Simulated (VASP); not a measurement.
# Ga (Cmce) in VASP: relaxation of shape and atoms at fixed volume with PBEsol

Aim: the relaxation of shape and atoms at fixed volume of Ga with PBEsol.

All numbers are computed with VASP 6.6.1; they aren't measurements. Logs are shortened: lines on timing, memory, paths and dates and some standing lists are left out, and cuts for length are marked.

### 1 The cell of the first run

Symmetry: Cmce, No. 64, orthorhombic system. Conventional cell: a = 4.515 Å, b = 7.669 Å, c = 4.537 Å, α = 90.00°, β = 90.00°, γ = 90.00°. Ga (site symmetry m) has 7 Ga at 2.51 to 2.78 Å within 3.3 Å.

### 2 Relaxation of shape and atoms at fixed volume, PBEsol (19.63 Å³/atom)

INCAR

```
ALGO = Fast
EDIFF = 1E-6
EDIFFG = -0.01
ENCUT = 600
GGA = PS
IBRION = 2
ISIF = 4
ISMEAR = 0
LASPH = True
LCHARG = False
LREAL = False
LWAVE = False
NELM = 100
NSW = 50
PREC = Accurate
SIGMA = 0.1
```

KPOINTS

```
k-points
0
Gamma
  12 12 10
```

POSCAR

```
Ga
1.0
    2.2574341407     -3.8344177038      0.0000000000
    2.2574341407      3.8344177038      0.0000000000
    0.0000000000      0.0000000000      4.5367072062
Ga
4
Direct
    0.8440003183      0.1559996817      0.0831894145
    0.6559996817      0.3440003183      0.5831894145
    0.1559996817      0.8440003183      0.9168105855
    0.3440003183      0.6559996817      0.4168105855
```

Potentials or basis: VASP PAW PBE potentials, release 64 (Ga_d).

Run with:

```bash
$ cat potpaw_PBE.64/Ga_d/POTCAR > POTCAR
$ mpirun -np 1 vasp_std > vasp.out
```

OUTCAR:

```text
EDIFF = 1E-6
   EDIFFG = -0.01
   ENCUT = 600
   GGA = PS
   IBRION = 2
   ISIF = 4
   ISMEAR = 0
   LASPH = True
   LREAL = False
   NELM = 100
   NSW = 50
   PREC = Accurate

 ion  position               nearest neighbor table
   1  0.844  0.156  0.083-   3 2.51   2 2.69   2 2.69   4 2.72   4 2.72   3 2.78   3 2.78
   2  0.656  0.344  0.583-   4 2.51   1 2.69   1 2.69   3 2.72   3 2.72   4 2.78   4 2.78
   3  0.156  0.844  0.917-   1 2.51   4 2.69   4 2.69   2 2.72   2 2.72   1 2.78   1 2.78
   4  0.344  0.656  0.417-   2 2.51   3 2.69   3 2.69   1 2.72   1 2.72   2 2.78   2 2.78

  LATTYP: Found a base centered orthorhombic cell.
 ALAT       =     4.5148682814
 B/A-ratio  =     1.6985734532
 C/A-ratio  =     1.0048371123

  Lattice vectors:

 A1 = (   2.2574341407,  -3.8344177038,   0.0000000000)
 A2 = (   2.2574341407,   3.8344177038,   0.0000000000)
 A3 = (   0.0000000000,   0.0000000000,   4.5367072062)

Analysis of symmetry for initial positions (statically):
=====================================================================
 Subroutine PRICEL returns:
 Original cell was already a primitive cell.

 Routine SETGRP: Setting up the symmetry group for a
 base centered orthorhombic supercell.

 Subroutine GETGRP returns: Found  8 space group operations
 (whereof  4 operations were pure point group operations)
 out of a pool of  8 trial point group operations.

The static configuration has the point symmetry C_2h.
 The point group associated with its full space group is D_2h.

Analysis of symmetry for dynamics (positions and initial velocities):
=====================================================================
 Subroutine PRICEL returns:
 Original cell was already a primitive cell.

 Routine SETGRP: Setting up the symmetry group for a
 base centered orthorhombic supercell.

 Subroutine GETGRP returns: Found  8 space group operations
 (whereof  4 operations were pure point group operations)
 out of a pool of  8 trial point group operations.

The dynamic configuration has the point symmetry C_2h.
 The point group associated with its full space group is D_2h.

 Subroutine INISYM returns: Found  8 space group operations
 (whereof  4 operations are pure point group operations),
 and found     1 'primitive' translations

----------------------------------------------------------------------------------------

                                     Primitive cell

  volume of cell :      78.5390

  direct lattice vectors                    reciprocal lattice vectors
     2.257434141 -3.834417704  0.000000000     0.221490404 -0.130397896  0.000000000
     2.257434141  3.834417704  0.000000000     0.221490404  0.130397896  0.000000000
     0.000000000  0.000000000  4.536707206     0.000000000  0.000000000  0.220424188

  length of vectors
     4.449580657  4.449580657  4.536707206     0.257024533  0.257024533  0.220424188

  position of ions in fractional coordinates (direct lattice)
     0.844000318  0.155999682  0.083189414
     0.655999682  0.344000318  0.583189414
     0.155999682  0.844000318  0.916810586
     0.344000318  0.655999682  0.416810586

  ion indices of the primitive-cell ions
   primitive index   ion index
                 1           1
                 2           2
                 3           3
                 4           4

----------------------------------------------------------------------------------------

 KPOINTS: k-points

Automatic generation of k-mesh.
 Grid dimensions read from file:
 generate k-points for:   12   12   10

 Generating k-lattice:

  Cartesian coordinates                     Fractional coordinates (reciprocal lattice)
     0.018457534 -0.010866491  0.000000000     0.083333333  0.000000000  0.000000000
     0.018457534  0.010866491  0.000000000     0.000000000  0.083333333  0.000000000
     0.000000000  0.000000000  0.022042419     0.000000000  0.000000000  0.100000000

  Length of vectors
     0.021418711  0.021418711  0.022042419

  Shift w.r.t. Gamma in fractional coordinates (k-lattice)
     0.000000000  0.000000000  0.000000000

 Subroutine IBZKPT returns following result:
 ===========================================

 Found    258 irreducible k-points:

 Following reciprocal coordinates:
            Coordinates               Weight
  0.000000  0.000000  0.000000      1.000000
  0.083333  0.000000  0.000000      4.000000
  0.166667  0.000000  0.000000      4.000000
  0.250000  0.000000  0.000000      4.000000
  0.333333  0.000000  0.000000      4.000000
  0.416667  0.000000  0.000000      4.000000
[... 16 lines left out ...]
  0.500000  0.166667  0.000000      4.000000
 -0.416667  0.166667  0.000000      4.000000
 [... further k-points ...]
   k-points           NKPTS =    258   k-points in BZ     NKDIM =    258   number of bands    NBANDS=     31
   number of dos      NEDOS =    301   number of ions     NIONS =      4
   total plane-waves  NPLWV =  46656
   dimension x,y,z NGX =    36 NGY =   36 NGZ =   36
   dimension x,y,z NGXF=    72 NGYF=   72 NGZF=   72
   ions per type =               4
   NGX,Y,Z   is equivalent  to a cutoff of  13.45, 13.45, 13.19 a.u.
   NGXF,Y,Z  is equivalent  to a cutoff of  26.90, 26.90, 26.38 a.u.
 SYSTEM =  unknown system
   PREC   = accura    normal or accurate (medium, high low for compatibility)
   ISTART =      0    job   : 0-new  1-cont  2-samecut
   ICHARG =      2    charge: 1-file 2-atom 10-const
   ISPIN  =      1    spin polarized calculation?
   LNONCOLLINEAR =      F non collinear calculations
   LSORBIT =      F    spin-orbit coupling
   LASPH  =      T    aspherical Exc in radial PAW
   ENCUT  =  600.0 eV  44.10 Ry    6.64 a.u.   8.89  8.89  9.06*2*pi/ulx,y,z
   NELM   =    100;   NELMIN=  2; NELMDL= -5     # of ELM steps
   EDIFF  = 0.1E-05   stopping-criterion for ELM
   LREAL  =      F    real-space projection
   EDIFFG = -.1E-01   stopping-criterion for IOM
   NSW    =     50    number of steps for IOM
   IBRION =      2    ionic relax: 0-MD 1-quasi-New 2-CG
   NFREE  =      1    steps in history (QN), initial steepest desc. (CG)
   ISIF   =      4    stress and relaxation
   ISYM   =      2    0-nonsym 1-usesym 2-fastsym
   POTIM  = 0.5000    time-step for ionic-motion
   TEBEG  =    0.0;   TEEND  =   0.0 temperature during run
   PSTRESS=    0.0 pullay stress
   NELECT =      52.0000    total number of electrons
   NUPDOWN=      -1.0000    fix difference up-down
   EMIN   =  10.00;   EMAX   =-10.00  energy-range for DOS
   EFERMI =   0.00;   METHOD = LEGACY
   ISMEAR =     0;   SIGMA  =   0.10  broadening in eV -4-tet -1-fermi 0-gaus
   EFERMI_NEDOS =   21; number of points for ismear=-14 and -15
   IALGO  =     68    algorithm
   IMIX   =      4    mixing-type and parameters
     AMIX     =   0.40;   BMIX     =  1.00
     AMIX_MAG =   1.60;   BMIX_MAG =  1.00
  volume/ion in A,a.u.               =      19.63       132.50
  Fermi-wavevector in a.u.,A,eV,Ry     =   1.426858  2.696371 27.700438  2.035925
  Thomas-Fermi vector in A             =   2.547090
   LORBIT       =      0    0 simple, 1 ext, 2 COOP (PROOUT), +10 PAW based schemes
   GGA     = PS    functional components
   LHFCALC =     F    Hartree Fock is set to
   AEXX    =    0.0000 exact exchange contribution
   IVDW    =     0    specifies the selected vdW correction
   LEPSILON=     F    determine dielectric tensor
   LRPA    =     F    only Hartree local field effects (RPA)
 conjugate gradient relaxation of ions
 non-spin polarized calculation
 RMM-DIIS sequential band-by-band and
 Gauss-broadening in eV      SIGMA  =   0.10
  energy-cutoff  :      600.00
  volume of cell :       78.54
 maximum number of plane-waves:      2648
   NGX = 17   NGY = 17   NGZ = 19

--------------------------------------- Ionic step        1  -------------------------------------------

 number of electron      52.0000006 magnetization

 Free energy of the ion-electron system (eV)
  ---------------------------------------------------
  ext. energy  EPLUGINS =         0.00000000
  ---------------------------------------------------
  free energy    TOTEN  =       -13.40215804 eV

  energy without entropy =      -13.39823597  energy(sigma->0) =      -13.40019701

------------------------ aborting loop because EDIFF is reached ----------------------------------------

  FORCE on cell =-STRESS in cart. coord.  units (eV):
  Direction    XX          YY          ZZ          XY          YZ          ZX
  --------------------------------------------------------------------------------------
  -------------------------------------------------------------------------------------
  Total       -0.7683789     -0.8526897     -0.7951784      0.0000000      0.0000000      0.0000000
  in kB      -15.6747539    -17.3946755    -16.2214584      0.0000000      0.0000000      0.0000000
  external PRESSURE =     -16.4302959 kB  Pullay stress =       0.0000000 kB

 VOLUME and BASIS-vectors are now :
 -----------------------------------------------------------------------------
  energy-cutoff  :      600.00
  volume of cell :       78.54
      direct lattice vectors                 reciprocal lattice vectors
     2.257434141 -3.834417704  0.000000000     0.221490404 -0.130397896  0.000000000
     2.257434141  3.834417704  0.000000000     0.221490404  0.130397896  0.000000000
     0.000000000  0.000000000  4.536707206     0.000000000  0.000000000  0.220424188

 POSITION                                       TOTAL-FORCE (eV/Angst)
 -----------------------------------------------------------------------------------
      2.25743     -2.63808      0.37741         0.000000      0.011687     -0.003704
      2.25743     -1.19634      2.64576         0.000000     -0.011687     -0.003704
      2.25743      2.63808      4.15930         0.000000     -0.011687      0.003704
      2.25743      1.19634      1.89095         0.000000      0.011687      0.003704
 -----------------------------------------------------------------------------------
    total drift:                                0.000000      0.000000     -0.000000

  FREE ENERGIE OF THE ION-ELECTRON SYSTEM (eV)
  ---------------------------------------------------
  free  energy   TOTEN  =       -13.4021580404 eV

  energy  without entropy=      -13.3982359717  energy(sigma->0) =      -13.40019701

--------------------------------------- Ionic step        2  -------------------------------------------

 number of electron      52.0000006 magnetization

 Free energy of the ion-electron system (eV)
  ---------------------------------------------------
  ext. energy  EPLUGINS =         0.00000000
  ---------------------------------------------------
  free energy    TOTEN  =       -13.40221570 eV

  energy without entropy =      -13.39825035  energy(sigma->0) =      -13.40023302

 E-fermi :   4.8127     XC(G=0): -10.7907

 val. band max:        4.8038894217   @ k =  -0.3333   0.2500   0.3000
 cond. band min:       4.8359286103   @ k =   0.0833   0.0000   0.4000
 fundamental gap:      0.0320391886
 Fermi energy:         4.8127266441

 k-point     1 :       0.0000    0.0000    0.0000
  band No.  band energies     occupation
      1     -10.2379      2.00000
      2     -10.2288      2.00000
      3     -10.1957      2.00000
      4     -10.1803      2.00000
      5     -10.1624      2.00000
      6     -10.1382      2.00000
[... 23 lines left out ...]
     30       9.8922      0.00000
     31      10.1992      0.00000

 k-point     2 :       0.0833    0.0000    0.0000
  band No.  band energies     occupation
      1     -10.2393      2.00000
      2     -10.2258      2.00000
      3     -10.1977      2.00000
      4     -10.1833      2.00000
      5     -10.1571      2.00000
      6     -10.1365      2.00000
[... 23 lines left out ...]
     30       9.4949      0.00000
     31       9.5013      0.00000

 k-point     3 :       0.1667    0.0000    0.0000
  band No.  band energies     occupation
      1     -10.2410      2.00000
      2     -10.2173      2.00000
      3     -10.2041      2.00000
      4     -10.1904      2.00000
      5     -10.1475      2.00000
      6     -10.1275      2.00000
[... 703 lines left out ...]
     30       8.0147      0.00000
     31       9.3254      0.00000

 k-point    24 :      -0.4167    0.1667    0.0000
  band No.  band energies     occupation
      1     -10.2509      2.00000
      2     -10.2490      2.00000
      3     -10.1860      2.00000
      4     -10.1790      2.00000
      5     -10.1661      2.00000
      6     -10.1188      2.00000
[... 23 lines left out ...]
     30       8.1436      0.00000
     31       9.0277      0.00000

 [... further k-points ...]
[... 5 lines left out ...]
  --------------------------------------------------------------------------------------
  -------------------------------------------------------------------------------------
  Total       -0.7809594     -0.8189946     -0.7954995      0.0000000      0.0000000      0.0000000
  in kB      -15.9313936    -16.7073029    -16.2280085      0.0000000      0.0000000      0.0000000
  external PRESSURE =     -16.2889017 kB  Pullay stress =       0.0000000 kB

 VOLUME and BASIS-vectors are now :
 -----------------------------------------------------------------------------
  energy-cutoff  :      600.00
  volume of cell :       78.54
      direct lattice vectors                 reciprocal lattice vectors
     2.258442713 -3.832231831 -0.000000000     0.221391491 -0.130472274  0.000000000
     2.258442713  3.832231831  0.000000000     0.221391491  0.130472274 -0.000000000
     0.000000000  0.000000000  4.537267753     0.000000000 -0.000000000  0.220396956

 POSITION                                       TOTAL-FORCE (eV/Angst)
 -----------------------------------------------------------------------------------
      2.25844     -2.63601      0.37727         0.000000      0.005317     -0.001568
      2.25844     -1.19622      2.64591         0.000000     -0.005317     -0.001568
      2.25844      2.63601      4.15999         0.000000     -0.005317      0.001568
      2.25844      1.19622      1.89136         0.000000      0.005317      0.001568
 -----------------------------------------------------------------------------------
    total drift:                                0.000000      0.000000     -0.000000

  FREE ENERGIE OF THE ION-ELECTRON SYSTEM (eV)
  ---------------------------------------------------
  free  energy   TOTEN  =       -13.4022156959 eV

  energy  without entropy=      -13.3982503453  energy(sigma->0) =      -13.40023302

 reached required accuracy - stopping structural energy minimisation
```

Run time: 21 min. Hardware: 1 thread of Oxide Virtual Turin-like, shared host; peak memory 0.6 GiB.

Results:

```yaml
Free_energy: -13.4022 eV
Energy_gained_by_relaxing: 0.0 meV/atom
Ionic_steps: 2
Pressure_after_relaxing: -1.6 GPa
Largest_force_after_relaxing: 0.006 eV/Å
Band_gap_on_the_k_mesh: zero (bands 26 and 27 overlap by 1.37 eV)
```

Forces in eV/Å, atoms in the order of the input:
```
Ga   0.000  0.005 -0.002
Ga   0.000 -0.005 -0.002
Ga   0.000 -0.005  0.002
Ga   0.000  0.005  0.002
```

Final structure:
```
CELL_PARAMETERS angstrom
2.25844 -3.83223 0.00000
2.25844 3.83223 0.00000
0.00000 0.00000 4.53727
ATOMIC_POSITIONS crystal
Ga 0.84393 0.15607 0.08315
Ga 0.65607 0.34393 0.58315
Ga 0.15607 0.84393 0.91685
Ga 0.34393 0.65607 0.41685
```

Levels at points of the mesh, in eV from the Fermi level:
| k point | band 23 | band 24 | band 25 | band 26 | band 27 | band 28 | band 29 | band 30 |
| --- | --- | --- | --- | --- | --- | --- | --- | --- |
| (0.00, 0.00, 0.00) | -3.71 | -1.71 | -1.67 | -0.67 | 0.95 | 0.97 | 1.13 | 5.08 |
| (0.50, 0.00, 0.00) | -3.40 | -3.40 | -1.32 | -1.32 | 0.75 | 0.75 | 4.15 | 4.15 |
| (0.50, 0.50, 0.00) | -4.10 | -3.22 | -1.74 | -1.51 | 1.13 | 1.24 | 3.35 | 3.81 |
| (0.00, 0.00, 0.50) | -0.14 | -0.14 | 0.04 | 0.04 | 0.13 | 0.13 | 2.08 | 2.08 |
| (0.50, 0.00, 0.50) | -6.21 | -6.21 | -1.47 | -1.47 | 0.55 | 0.55 | 7.20 | 7.23 |
| (0.50, 0.50, 0.50) | -5.29 | -5.29 | -1.22 | -1.22 | -0.90 | -0.90 | 6.65 | 6.65 |

Caveat: the PAW data sets were made with another functional, which shifts forces and pressure a little.
